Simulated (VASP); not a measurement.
# Al (Cmcm) in VASP: further runs

Al is run at these levels: PBE; tasks: single point.

Program: VASP 6.6.1. These are calculated values, not measurements. Logs are shortened: lines on timing, memory, paths and dates and some standing lists are left out, and cuts for length are marked.

### 1 The cell of the first run

The structure is orthorhombic, space group Cmcm (No. 63). The conventional cell has a = 3.235 Å, b = 4.453 Å, c = 4.453 Å, α = 90.00°, β = 90.00°, γ = 90.00°. Within 3.7 Å of Al (site symmetry m2m) lie 14 Al at 2.70 to 3.67 Å.

### 2 Single point, PBE (atoms displaced along a vibrational mode, the cell strained)

Contents of INCAR:

```
ALGO = Fast
EDIFF = 1E-6
ENCUT = 520
GGA = PE
ISIF = 2
ISMEAR = 0
LASPH = T
LCHARG = F
LREAL = F
LWAVE = F
NBANDS = 10
NELM = 100
PREC = Accurate
SIGMA = 0.15
```

Contents of KPOINTS:

```
k-points
0
Gamma
  20 20 12
```

Contents of POSCAR:

```
Al
1.0
   -1.5743227167      1.5743227167      1.6175102401
    1.5743227167     -1.5743227167      1.6175102401
    3.1486454333      3.1486454333      0.0000000000
Al
2
Direct
    0.0781637664     -0.0781637664      0.0000000000
    0.4218362336      0.5781637664      0.5000000000
```

Potentials or basis: VASP PAW PBE potentials, release 64 (Al).

The run is started by

```console
> cat potpaw_PBE.64/Al/POTCAR > POTCAR
> mpirun -np 1 vasp_std > vasp.out
```

OUTCAR:

```text
EDIFF = 1E-6
   ENCUT = 520
   GGA = PE
   ISIF = 2
   ISMEAR = 0
   LASPH = T
   LREAL = F
   NELM = 100
   PREC = Accurate

 ion  position               nearest neighbor table
   1  0.078  0.922  0.000-   2 2.70   2 2.70   2 2.84   2 2.84   2 2.84   2 2.84
   2  0.422  0.578  0.500-   1 2.70   1 2.70   1 2.84   1 2.84   1 2.84   1 2.84

  LATTYP: Found a base centered orthorhombic cell.
 ALAT       =     3.2350204802
 B/A-ratio  =     1.3764540603
 C/A-ratio  =     1.3764540602

  Lattice vectors:

 A1 = (  -1.5743227167,   1.5743227167,   1.6175102401)
 A2 = (   1.5743227167,  -1.5743227167,   1.6175102401)
 A3 = (   3.1486454333,   3.1486454333,   0.0000000000)

Analysis of symmetry for initial positions (statically):
=====================================================================
 Subroutine PRICEL returns:
 Original cell was already a primitive cell.

 Routine SETGRP: Setting up the symmetry group for a
 base centered orthorhombic supercell.

 Subroutine GETGRP returns: Found  8 space group operations
 (whereof  4 operations were pure point group operations)
 out of a pool of  8 trial point group operations.

The static configuration has the point symmetry C_2v.
 The point group associated with its full space group is D_2h.

Analysis of symmetry for dynamics (positions and initial velocities):
=====================================================================
 Subroutine PRICEL returns:
 Original cell was already a primitive cell.

 Routine SETGRP: Setting up the symmetry group for a
 base centered orthorhombic supercell.

 Subroutine GETGRP returns: Found  8 space group operations
 (whereof  4 operations were pure point group operations)
 out of a pool of  8 trial point group operations.

The dynamic configuration has the point symmetry C_2v.
 The point group associated with its full space group is D_2h.

 Subroutine INISYM returns: Found  8 space group operations
 (whereof  4 operations are pure point group operations),
 and found     1 'primitive' translations

----------------------------------------------------------------------------------------

                                     Primitive cell

  volume of cell :      32.0719

  direct lattice vectors                    reciprocal lattice vectors
    -1.574322717  1.574322717  1.617510240    -0.158798445  0.158798445  0.309117054
     1.574322717 -1.574322717  1.617510240     0.158798445 -0.158798445  0.309117054
     3.148645433  3.148645433  0.000000000     0.158798445  0.158798445  0.000000000

  length of vectors
     2.751967189  2.751967189  4.452857075     0.382082773  0.382082773  0.224574915

  position of ions in fractional coordinates (direct lattice)
     0.078163766  0.921836234  0.000000000
     0.421836234  0.578163766  0.500000000

  ion indices of the primitive-cell ions
   primitive index   ion index
                 1           1
                 2           2

----------------------------------------------------------------------------------------

 KPOINTS: k-points

Automatic generation of k-mesh.
 Grid dimensions read from file:
 generate k-points for:   20   20   12

 Generating k-lattice:

  Cartesian coordinates                     Fractional coordinates (reciprocal lattice)
    -0.007939922  0.007939922  0.015455853     0.050000000 -0.000000000  0.000000000
     0.007939922 -0.007939922  0.015455853    -0.000000000  0.050000000  0.000000000
     0.013233204  0.013233204  0.000000000     0.000000000  0.000000000  0.083333333

  Length of vectors
     0.019104139  0.019104139  0.018714576

  Shift w.r.t. Gamma in fractional coordinates (k-lattice)
     0.000000000  0.000000000  0.000000000

 Subroutine IBZKPT returns following result:
 ===========================================

 Found    777 irreducible k-points:

 Following reciprocal coordinates:
            Coordinates               Weight
  0.000000  0.000000  0.000000      1.000000
  0.050000  0.000000  0.000000      4.000000
  0.100000  0.000000  0.000000      4.000000
  0.150000  0.000000  0.000000      4.000000
  0.200000  0.000000  0.000000      4.000000
  0.250000  0.000000  0.000000      4.000000
[... 16 lines left out ...]
 -0.400000  0.050000  0.000000      4.000000
 -0.350000  0.050000  0.000000      4.000000
 [... further k-points ...]
   k-points           NKPTS =    777   k-points in BZ     NKDIM =    777   number of bands    NBANDS=     10
   number of dos      NEDOS =    301   number of ions     NIONS =      2
   total plane-waves  NPLWV =  14400
   dimension x,y,z NGX =    20 NGY =   20 NGZ =   36
   dimension x,y,z NGXF=    40 NGYF=   40 NGZF=   72
   ions per type =               2
   NGX,Y,Z   is equivalent  to a cutoff of  12.08, 12.08, 13.44 a.u.
   NGXF,Y,Z  is equivalent  to a cutoff of  24.16, 24.16, 26.88 a.u.
 SYSTEM =  unknown system
   PREC   = accura    normal or accurate (medium, high low for compatibility)
   ISTART =      0    job   : 0-new  1-cont  2-samecut
   ICHARG =      2    charge: 1-file 2-atom 10-const
   ISPIN  =      1    spin polarized calculation?
   LNONCOLLINEAR =      F non collinear calculations
   LSORBIT =      F    spin-orbit coupling
   LASPH  =      T    aspherical Exc in radial PAW
   ENCUT  =  520.0 eV  38.22 Ry    6.18 a.u.   5.12  5.12  8.28*2*pi/ulx,y,z
   NELM   =    100;   NELMIN=  2; NELMDL= -5     # of ELM steps
   EDIFF  = 0.1E-05   stopping-criterion for ELM
   LREAL  =      F    real-space projection
   EDIFFG = 0.1E-04   stopping-criterion for IOM
   NSW    =      0    number of steps for IOM
   IBRION =     -1    ionic relax: 0-MD 1-quasi-New 2-CG
   NFREE  =      0    steps in history (QN), initial steepest desc. (CG)
   ISIF   =      2    stress and relaxation
   ISYM   =      2    0-nonsym 1-usesym 2-fastsym
   POTIM  = 0.5000    time-step for ionic-motion
   TEBEG  =    0.0;   TEEND  =   0.0 temperature during run
   PSTRESS=    0.0 pullay stress
   NELECT =       6.0000    total number of electrons
   NUPDOWN=      -1.0000    fix difference up-down
   EMIN   =  10.00;   EMAX   =-10.00  energy-range for DOS
   EFERMI =   0.00;   METHOD = LEGACY
   ISMEAR =     0;   SIGMA  =   0.15  broadening in eV -4-tet -1-fermi 0-gaus
   EFERMI_NEDOS =   21; number of points for ismear=-14 and -15
   IALGO  =     68    algorithm
   IMIX   =      4    mixing-type and parameters
     AMIX     =   0.40;   BMIX     =  1.00
     AMIX_MAG =   1.60;   BMIX_MAG =  1.00
  volume/ion in A,a.u.               =      16.04       108.22
  Fermi-wavevector in a.u.,A,eV,Ry     =   0.936304  1.769359 11.927764  0.876666
  Thomas-Fermi vector in A             =   2.063300
   LORBIT       =      0    0 simple, 1 ext, 2 COOP (PROOUT), +10 PAW based schemes
   GGA     = PE    functional components
   LHFCALC =     F    Hartree Fock is set to
   AEXX    =    0.0000 exact exchange contribution
   IVDW    =     0    specifies the selected vdW correction
   LEPSILON=     F    determine dielectric tensor
   LRPA    =     F    only Hartree local field effects (RPA)
 non-spin polarized calculation
 RMM-DIIS sequential band-by-band and
 Gauss-broadening in eV      SIGMA  =   0.15
  energy-cutoff  :      520.00
  volume of cell :       32.07
 maximum number of plane-waves:       878
   NGX = 11   NGY = 11   NGZ = 17

 number of electron       6.0000000 magnetization

 Free energy of the ion-electron system (eV)
  ---------------------------------------------------
  ext. energy  EPLUGINS =         0.00000000
  ---------------------------------------------------
  free energy    TOTEN  =        -7.30904016 eV

  energy without entropy =       -7.29999154  energy(sigma->0) =       -7.30451585

 E-fermi :   8.2622     XC(G=0): -10.2923

 val. band max:        8.2621358310   @ k =  -0.4500   0.3500   0.0000
 cond. band min:       8.2659387736   @ k =  -0.4000   0.3000   0.0833
 fundamental gap:      0.0038029426
 Fermi energy:         8.2621520317

 k-point     1 :       0.0000    0.0000    0.0000
  band No.  band energies     occupation
      1      -3.0485      2.00000
      2       3.9140      2.00000
      3       4.5748      2.00000
      4      16.2772      0.00000
      5      16.3114      0.00000
      6      17.7599      0.00000
      7      19.1427      0.00000
      8      21.9678      0.00000
      9      22.4641      0.00000
     10      22.8898      0.00000

 k-point     2 :       0.0500    0.0000    0.0000
  band No.  band energies     occupation
      1      -2.9946      2.00000
      2       3.9635      2.00000
      3       4.6274      2.00000
      4      15.0775      0.00000
      5      16.3871      0.00000
      6      18.2584      0.00000
      7      19.8468      0.00000
      8      21.4161      0.00000
      9      21.6055      0.00000
     10      22.7574      0.00000

 k-point     3 :       0.1000    0.0000    0.0000
  band No.  band energies     occupation
      1      -2.8330      2.00000
      2       4.1121      2.00000
      3       4.7847      2.00000
      4      13.4613      0.00000
      5      16.0661      0.00000
      6      18.9427      0.00000
      7      20.0355      0.00000
      8      20.2229      0.00000
      9      21.2265      0.00000
     10      22.4435      0.00000

 k-point     4 :       0.1500    0.0000    0.0000
  band No.  band energies     occupation
      1      -2.5641      2.00000
      2       4.3597      2.00000
      3       5.0449      2.00000
      4      11.8197      0.00000
      5      15.6937      0.00000
      6      18.3840      0.00000
      7      18.8688      0.00000
      8      19.8408      0.00000
      9      21.1355      0.00000
     10      22.4072      0.00000
[... 222 lines left out ...]
 k-point    22 :      -0.4500    0.0500    0.0000
  band No.  band energies     occupation
      1       0.9964      2.00000
      2       3.7553      2.00000
      3       7.6340      2.00000
      4       8.5465      0.00734
      5      10.5231      0.00000
      6      11.1543      0.00000
      7      15.3045      0.00000
      8      18.1087      0.00000
      9      21.2556      0.00000
     10      22.0471      0.00000

 k-point    23 :      -0.4000    0.0500    0.0000
  band No.  band energies     occupation
      1       0.1459      2.00000
      2       4.9333      2.00000
      3       6.8672      2.00000
      4       7.7630      2.00000
      5      11.6520      0.00000
      6      12.2659      0.00000
      7      15.7638      0.00000
      8      17.9909      0.00000
      9      21.6588      0.00000
     10      22.4411      0.00000

 k-point    24 :      -0.3500    0.0500    0.0000
  band No.  band energies     occupation
      1      -0.6104      2.00000
      2       6.0963      2.00000
      3       6.1690      2.00000
      4       7.1763      2.00000
      5      12.9120      0.00000
      6      13.4384      0.00000
      7      16.2757      0.00000
      8      18.0214      0.00000
      9      21.9022      0.00000
     10      22.0879      0.00000

 [... further k-points ...]

------------------------ aborting loop because EDIFF is reached ----------------------------------------

  FORCE on cell =-STRESS in cart. coord.  units (eV):
  Direction    XX          YY          ZZ          XY          YZ          ZX
  --------------------------------------------------------------------------------------
  -------------------------------------------------------------------------------------
  Total        1.4009928      1.4009928      0.4245045     -0.2089919      0.0000000      0.0000000
  in kB       69.9877362     69.9877362     21.2064695    -10.4403582      0.0000000      0.0000000
  external PRESSURE =      53.7273139 kB  Pullay stress =       0.0000000 kB

 VOLUME and BASIS-vectors are now :
 -----------------------------------------------------------------------------
  energy-cutoff  :      520.00
  volume of cell :       32.07
      direct lattice vectors                 reciprocal lattice vectors
    -1.574322717  1.574322717  1.617510240    -0.158798445  0.158798445  0.309117054
     1.574322717 -1.574322717  1.617510240     0.158798445 -0.158798445  0.309117054
     3.148645433  3.148645433  0.000000000     0.158798445  0.158798445  0.000000000

 POSITION                                       TOTAL-FORCE (eV/Angst)
 -----------------------------------------------------------------------------------
      1.32821     -1.32821      1.61751         0.143803     -0.143803      0.000000
      1.82043      1.32821      1.61751        -0.143803      0.143803      0.000000
 -----------------------------------------------------------------------------------
    total drift:                               -0.000000      0.000000      0.000000

  FREE ENERGIE OF THE ION-ELECTRON SYSTEM (eV)
  ---------------------------------------------------
  free  energy   TOTEN  =        -7.3090401572 eV

  energy  without entropy=       -7.2999915382  energy(sigma->0) =       -7.30451585
```

Wall time 2.3 min (1 thread of Intel Xeon Platinum 8488C (Sapphire Rapids), shared host); peak memory 0.3 GiB.

What came out:

```
Free energy            : -7.3090 eV
Pressure               : 5.4 GPa
Largest force          : 0.203 eV/Å
Band gap on the k mesh : zero (bands 3 and 4 overlap by 9.26 eV)
```

Forces in eV/Å, atoms in the order of the input:
```
Al   0.144 -0.144  0.000
Al  -0.144  0.144  0.000
```

Stress tensor (GPa, compression positive):
```
 7.00 -1.04  0.00
-1.04  7.00  0.00
 0.00  0.00  2.12
```

Caveat: the cell differs from its parent crystal (atoms displaced along a vibrational mode, the cell strained); the cell stands under pressure.

### 3 Single point, PBE (atoms displaced along a vibrational mode, the cell strained)

Contents of INCAR:

```
ALGO     = Fast           # electronic algorithm
EDIFF    = 1E-6           # SCF threshold, eV
ENCUT    = 520            # plane-wave cutoff, eV
GGA      = PE             # functional
ISIF     = 2              # what is computed and relaxed
ISMEAR   = 0              # smearing method
LASPH    = True           # aspherical terms in the spheres
LCHARG   = False          # write CHGCAR
LREAL    = False          # projectors in reciprocal space
LWAVE    = False          # write WAVECAR
NBANDS   = 10             # bands
NELM     = 100            # most SCF steps
PREC     = Accurate       # precision mode
SIGMA    = 0.15           # smearing width, eV
```

KPOINTS is that of step 2.

Contents of POSCAR:

```
Al
1.0
   -1.5743227167      1.5743227167      1.6175102401
    1.5743227167     -1.5743227167      1.6175102401
    3.1486454333      3.1486454333      0.0000000000
Al
2
Direct
    0.0390818832     -0.0390818832      0.0000000000
    0.4609181168      0.5390818832      0.5000000000
```

Potentials or basis: VASP PAW PBE potentials, release 64 (Al).

The run is started by

```console
> cat potpaw_PBE.64/Al/POTCAR > POTCAR
> mpirun -np 1 vasp_std > vasp.out
```

Wall time 1.8 min (1 thread of Intel Xeon Platinum 8488C (Sapphire Rapids), shared host); peak memory 0.29 GiB.

Results (log left out):

| Item | Value |
| --- | --- |
| Free energy | -7.3114 eV |
| Pressure | 4.2 GPa |
| Largest force | 0.103 eV/Å |
| Band gap on the k mesh | zero (bands 3 and 4 overlap by 9.37 eV) |

Forces in eV/Å, atoms in the order of the input:
```
Al  -0.073  0.073  0.000
Al   0.073 -0.073  0.000
```

Stress tensor (GPa, compression positive):
```
 4.26 -0.82  0.00
-0.82  4.26  0.00
 0.00  0.00  4.21
```

Levels at points of the mesh, in eV from the Fermi level:
| k point | band 1 | band 2 | band 3 | band 4 | band 5 | band 6 |
| --- | --- | --- | --- | --- | --- | --- |
| (0.00, 0.00, 0.00) | -11.33 | -4.34 | -3.72 | 7.98 | 8.04 | 9.66 |
| (0.50, 0.00, 0.00) | -6.16 | -5.90 | 0.37 | 0.97 | 1.41 | 1.55 |
| (0.50, 0.50, 0.00) | -4.33 | -3.77 | 1.43 | 2.24 | 2.39 | 2.76 |
| (0.00, 0.00, 0.50) | -9.48 | -9.48 | 4.65 | 4.65 | 9.32 | 9.32 |
| (0.50, 0.00, 0.50) | -4.50 | -4.50 | -3.95 | -3.95 | 8.60 | 8.60 |
| (0.50, 0.50, 0.50) | -2.73 | -2.73 | -1.80 | -1.80 | 3.07 | 3.07 |

Caveat: the cell differs from its parent crystal (atoms displaced along a vibrational mode, the cell strained); the cell stands under pressure.

### 4 Single point, PBE (atoms displaced along a vibrational mode, the cell strained)

Contents of INCAR:

```
PREC = Accurate ; ENCUT = 520
EDIFF = 1E-7 ; ISMEAR = 0
SIGMA = 0.15 ; LREAL = F
LASPH = T ; NELM = 100
ALGO = Fast ; ISIF = 2
LWAVE = F ; LCHARG = F
GGA = PE ; NBANDS = 10
```

Contents of KPOINTS:

```
regular mesh
0
Gamma
  20 20 12
```

Contents of POSCAR:

```
Al
1.0
   -1.5959973539      1.5959973539      1.6175102401
    1.5959973539     -1.5959973539      1.6175102401
    3.1919947077      3.1919947077      0.0000000000
Al
2
Direct
    0.0977047079     -0.0977047079      0.0000000000
    0.4022952921      0.5977047079      0.5000000000
```

The run is started by

```console
> cat potpaw_PBE.64/Al/POTCAR > POTCAR
> mpirun -np 1 vasp_std > vasp.out
```

Wall time 2.9 min (1 thread of Intel Xeon Platinum 8488C (Sapphire Rapids), shared host); peak memory 0.31 GiB.

It converged, with:

```yaml
Free_energy: -7.2904 eV
Pressure: 3.9 GPa
Largest_force: 0.438 eV/Å
Band_gap_on_the_k_mesh: zero (bands 3 and 4 overlap by 8.85 eV)
```

Forces on the atoms (eV/Å):
```
Al   0.310 -0.310  0.000
Al  -0.310  0.310  0.000
```

Stress tensor (GPa, compression positive):
```
 6.44 -0.20  0.00
-0.20  6.44  0.00
 0.00  0.00 -1.05
```

Levels at points of the mesh, in eV from the Fermi level:
```csv
k point,band 1,band 2,band 3,band 4,band 5,band 6,band 7,band 8
"(0.00, 0.00, 0.00)",-11.10,-4.29,-3.72,8.09,8.13,9.40,10.63,13.77
"(0.50, 0.00, 0.00)",-6.16,-5.53,-0.04,1.18,1.49,1.58,7.49,8.84
"(0.50, 0.50, 0.00)",-4.21,-3.95,1.72,2.25,2.42,2.98,3.07,4.62
"(0.00, 0.00, 0.50)",-9.30,-9.30,4.38,4.38,9.22,9.22,10.32,10.32
"(0.50, 0.00, 0.50)",-4.46,-4.46,-3.74,-3.74,8.23,8.23,8.97,8.97
"(0.50, 0.50, 0.50)",-2.93,-2.93,-1.58,-1.58,3.33,3.33,5.10,5.10
```

Caveat: the cell differs from its parent crystal (atoms displaced along a vibrational mode, the cell strained); the cell stands under pressure.

[end of part 1 of 2]
